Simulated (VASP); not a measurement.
# MgO2 (Pa-3) in VASP: single point with PBEsol

Aim: the single point of MgO2 with PBEsol.

All numbers are computed with VASP 6.6.1; they aren't measurements. Logs are shortened: lines on timing, memory, paths and dates and some standing lists are left out, and cuts for length are marked.

**1. The cell of the first run**

It takes space group Pa-3 (No. 205, cubic). The conventional cell has a = 4.841 Å, b = 4.841 Å, c = 4.841 Å, α = 90.00°, β = 90.00°, γ = 90.00°. Mg (site symmetry -3) has 12 O at 2.08 to 2.91 Å within 3.0 Å. Within 2.0 Å of O (site symmetry 3) lie 1 O at 1.48 Å.

**2. Single point, PBEsol**

Contents of INCAR:

```
ALGO = Normal
EDIFF = 1E-6
ENCUT = 600
GGA = PS
GGA_COMPAT = F
ISIF = 2
ISMEAR = 0
LASPH = T
LCHARG = F
LREAL = F
LWAVE = F
NBANDS = 40
NELM = 120
PREC = Accurate
SIGMA = 0.05
```

Contents of KPOINTS:

```
k-points
0
Gamma
  6 6 6
```

Contents of POSCAR:

```
MgO2
1.0
    4.8409988964     -0.0000247734     -0.0000446405
   -0.0000247734      4.8409888445     -0.0000247282
   -0.0000446405     -0.0000247282      4.8409911272
Mg O
4 8
Direct
    0.0000060948      0.4999988860      0.5000005380
    0.5000049515      0.5000003785     -0.0000031917
    0.5000083908     -0.0000017299      0.4999988076
    0.0000027378     -0.0000019084      0.0000025185
    0.4116285777      0.0883673632      0.9116294189
    0.0883630938      0.9116340140      0.4116391390
    0.9116279580      0.4116343193      0.0883667654
    0.5883657004      0.5883668490      0.5883650195
    0.4116340199      0.4116303694      0.4116302726
    0.0883640061      0.5883632462      0.9116385887
    0.9116347808      0.0883693704      0.5883679031
    0.5883596884      0.9116388423      0.0883642205
```

Potentials or basis: VASP PAW PBE potentials, release 64 (Mg, O).

Launch:

```bash
> cat potpaw_PBE.64/Mg/POTCAR potpaw_PBE.64/O/POTCAR > POTCAR
> mpirun -np 1 vasp_std > vasp.out
```

OUTCAR:

```text
EDIFF = 1E-6
   ENCUT = 600
   GGA = PS
   ISIF = 2
   ISMEAR = 0
   LASPH = T
   LREAL = F
   NELM = 120
   PREC = Accurate

 ion  position               nearest neighbor table
   1  0.000  0.500  0.500-  11 2.08   9 2.08   6 2.08  10 2.08   7 2.08   8 2.08   2 3.42   4 3.42
                             3 3.42   4 3.42   2 3.42   3 3.42   4 3.42   3 3.42   2 3.42   4 3.42
   2  0.500  0.500  1.000-   7 2.08   8 2.08   5 2.08  12 2.08   9 2.08  10 2.08   1 3.42   4 3.42
                             3 3.42   3 3.42   1 3.42   4 3.42   3 3.42   4 3.42   4 3.42   1 3.42
   3  0.500  1.000  0.500-  11 2.08   8 2.08  12 2.08   5 2.08   9 2.08   6 2.08   4 3.42   4 3.42
                             1 3.42   2 3.42   2 3.42   1 3.42   4 3.42   2 3.42   1 3.42   1 3.42
   4  0.000  1.000  0.000-   5 2.08  10 2.08   6 2.08  11 2.08   7 2.08  12 2.08   3 3.42   2 3.42
                             1 3.42   3 3.42   1 3.42   2 3.42   3 3.42   1 3.42   2 3.42   2 3.42
   5  0.412  0.088  0.912-  12 1.48   4 2.08   2 2.08   3 2.08
   6  0.088  0.912  0.412-  11 1.48   1 2.08   4 2.08   3 2.08
   7  0.912  0.412  0.088-  10 1.48   2 2.08   1 2.08   4 2.08
   8  0.588  0.588  0.588-   9 1.48   3 2.08   2 2.08   1 2.08
   9  0.412  0.412  0.412-   8 1.48   1 2.08   3 2.08   2 2.08
  10  0.088  0.588  0.912-   7 1.48   1 2.08   4 2.08   2 2.08
  11  0.912  0.088  0.588-   6 1.48   3 2.08   1 2.08   4 2.08
  12  0.588  0.912  0.088-   5 1.48   3 2.08   2 2.08   4 2.08

  LATTYP: Found a trigonal (rhomboedric) cell.
 ALAT       =     4.8409888446
 COS(alpha) =    -0.0000102161

  Lattice vectors:

 A1 = (   4.8409988964,  -0.0000247734,  -0.0000446405)
 A2 = (  -0.0000247734,   4.8409888445,  -0.0000247282)
 A3 = (  -0.0000446405,  -0.0000247282,   4.8409911272)

Analysis of symmetry for initial positions (statically):
=====================================================================
 Subroutine PRICEL returns:
 Original cell was already a primitive cell.

 Routine SETGRP: Setting up the symmetry group for a
 trigonal (rhombohedral) supercell.

 Subroutine GETGRP returns: Found  1 space group operations
 (whereof  1 operations were pure point group operations)
 out of a pool of 12 trial point group operations.

The static configuration has the point symmetry C_1 .

Analysis of symmetry for dynamics (positions and initial velocities):
=====================================================================
 Subroutine PRICEL returns:
 Original cell was already a primitive cell.

 Routine SETGRP: Setting up the symmetry group for a
 trigonal (rhombohedral) supercell.

 Subroutine GETGRP returns: Found  1 space group operations
[... 133 lines left out ...]
   PSTRESS=    0.0 pullay stress
   NELECT =      56.0000    total number of electrons
   NUPDOWN=      -1.0000    fix difference up-down
   EMIN   =  10.00;   EMAX   =-10.00  energy-range for DOS
   EFERMI =   0.00;   METHOD = LEGACY
   ISMEAR =     0;   SIGMA  =   0.05  broadening in eV -4-tet -1-fermi 0-gaus
   EFERMI_NEDOS =   21; number of points for ismear=-14 and -15
   IALGO  =     38    algorithm
   IMIX   =      4    mixing-type and parameters
     AMIX     =   0.40;   BMIX     =  1.00
     AMIX_MAG =   1.60;   BMIX_MAG =  1.00
  volume/ion in A,a.u.               =       9.45        63.80
  Fermi-wavevector in a.u.,A,eV,Ry     =   1.293808  2.444942 22.775313  1.673938
  Thomas-Fermi vector in A             =   2.425430
   LORBIT       =      0    0 simple, 1 ext, 2 COOP (PROOUT), +10 PAW based schemes
   GGA     = PS    functional components
   LHFCALC =     F    Hartree Fock is set to
   AEXX    =    0.0000 exact exchange contribution
   IVDW    =     0    specifies the selected vdW correction
   LEPSILON=     F    determine dielectric tensor
   LRPA    =     F    only Hartree local field effects (RPA)
 non-spin polarized calculation
 Gauss-broadening in eV      SIGMA  =   0.05
  energy-cutoff  :      600.00
  volume of cell :      113.45
 maximum number of plane-waves:      3840
   NGX = 19   NGY = 19   NGZ = 19

 number of electron      55.9999963 magnetization

 Free energy of the ion-electron system (eV)
  ---------------------------------------------------
  ext. energy  EPLUGINS =         0.00000000
  ---------------------------------------------------
  free energy    TOTEN  =       -69.80888594 eV

  energy without entropy =      -69.80888594  energy(sigma->0) =      -69.80888594

 E-fermi :   3.1640     XC(G=0): -11.0144

 val. band max:        2.8634503350   @ k =   0.0000   0.0000   0.0000
 cond. band min:       6.8122275268   @ k =   0.3333   0.1667  -0.1667
 fundamental gap:      3.9487771918
 Fermi energy:         3.1640154924

 k-point     1 :       0.0000    0.0000    0.0000
  band No.  band energies     occupation
      1     -18.4170      2.00000
      2     -17.6399      2.00000
      3     -17.6399      2.00000
      4     -17.6399      2.00000
      5     -11.7712      2.00000
      6     -11.7712      2.00000
[... 1021 lines left out ...]
     39      14.7302      0.00000
     40      14.7303      0.00000

 [... further k-points ...]
[... 5 lines left out ...]
  --------------------------------------------------------------------------------------
  -------------------------------------------------------------------------------------
  Total       -0.2186818     -0.2183591     -0.2184456      0.0005758      0.0005176      0.0012765
  in kB       -3.0883025     -3.0837456     -3.0849670      0.0081313      0.0073093      0.0180275
  external PRESSURE =      -3.0856717 kB  Pullay stress =       0.0000000 kB

 VOLUME and BASIS-vectors are now :
 -----------------------------------------------------------------------------
  energy-cutoff  :      600.00
  volume of cell :      113.45
      direct lattice vectors                 reciprocal lattice vectors
     4.840998896 -0.000024773 -0.000044641     0.206568938  0.000001057  0.000001905
    -0.000024773  4.840988844 -0.000024728     0.000001057  0.206569367  0.000001055
    -0.000044641 -0.000024728  4.840991127     0.000001905  0.000001055  0.206569269

 POSITION                                       TOTAL-FORCE (eV/Angst)
 -----------------------------------------------------------------------------------
     -0.00001      2.42048      2.42049        -0.000220      0.000026      0.000039
      2.42047      2.42046      4.84094        -0.000291      0.000005      0.000050
      2.42049      4.84096      2.42044        -0.000365      0.000084      0.000017
     -0.00001      4.84098     -0.00001        -0.000195      0.000081     -0.000016
      1.99265      0.42775      4.41317        -0.106358      0.106400     -0.106414
      0.42772      4.41320      1.99271         0.106537     -0.106410     -0.106566
      4.41318      1.99269      0.42773        -0.106152     -0.106508      0.106395
      2.84824      2.84825      2.84823         0.106630      0.106391      0.106462
      1.99269      1.99268      1.99267        -0.106437     -0.106354     -0.106466
      0.42771      2.84824      4.41322         0.106454      0.106529     -0.106449
      4.41319      0.42776      2.84824        -0.106340      0.106318      0.106503
      2.84822      4.41322      0.42772         0.106737     -0.106562      0.106446
 -----------------------------------------------------------------------------------
    total drift:                               -0.000002      0.000007      0.000006

  FREE ENERGIE OF THE ION-ELECTRON SYSTEM (eV)
  ---------------------------------------------------
  free  energy   TOTEN  =       -69.8088859412 eV

  energy  without entropy=      -69.8088859412  energy(sigma->0) =      -69.80888594
```

OSZICAR:

```text
N       E                     dE             d eps       ncg     rms          rms(c)
DAV:   1     0.334348174027E+03    0.33435E+03   -0.32257E+04  9168   0.148E+03
DAV:   2    -0.524015915093E+02   -0.38675E+03   -0.37506E+03 11024   0.304E+02
DAV:   3    -0.744371437929E+02   -0.22036E+02   -0.21876E+02 11464   0.756E+01
DAV:   4    -0.746046994476E+02   -0.16756E+00   -0.16740E+00 10896   0.720E+00
DAV:   5    -0.746059039464E+02   -0.12045E-02   -0.12044E-02 10800   0.600E-01    0.160E+01
DAV:   6    -0.703333556048E+02    0.42725E+01   -0.93544E+00 10600   0.149E+01    0.730E+00
DAV:   7    -0.698601452174E+02    0.47321E+00   -0.87811E-01 10512   0.508E+00    0.324E+00
DAV:   8    -0.698074934156E+02    0.52652E-01   -0.15639E-01 10064   0.276E+00    0.404E-01
DAV:   9    -0.698090050841E+02   -0.15117E-02   -0.25579E-02 10728   0.799E-01    0.220E-01
DAV:  10    -0.698088384653E+02    0.16662E-03   -0.27132E-03 10656   0.275E-01    0.448E-02
DAV:  11    -0.698088934081E+02   -0.54943E-04   -0.11607E-04 11136   0.652E-02    0.234E-02
DAV:  12    -0.698088855959E+02    0.78121E-05   -0.47921E-05 10728   0.347E-02    0.323E-03
DAV:  13    -0.698088859412E+02   -0.34524E-06   -0.67083E-07  6776   0.464E-03
   1 F= -.69808886E+02 E0= -.69808886E+02  d E =-.746113E-19
```

Run time: 13 min. Hardware: 1 thread of Intel Xeon 8259CL, shared host; peak memory 0.56 GiB.

What came out:

```
Free energy            : -69.8089 eV
Pressure               : -0.3 GPa
Largest force          : 0.185 eV/Å
Band gap on the k mesh : 3.95 eV (least direct gap 4.07 eV)
```

Forces on the atoms (eV/Å):
```
Mg   0.000  0.000  0.000
Mg   0.000  0.000  0.000
Mg   0.000  0.000  0.000
Mg   0.000  0.000  0.000
O   -0.106  0.106 -0.106
O    0.107 -0.106 -0.107
O   -0.106 -0.107  0.106
O    0.107  0.106  0.106
O   -0.106 -0.106 -0.106
O    0.106  0.107 -0.106
O   -0.106  0.106  0.107
O    0.107 -0.107  0.106
```

Caveat: the PAW data sets were made with another functional, which shifts forces and pressure a little.
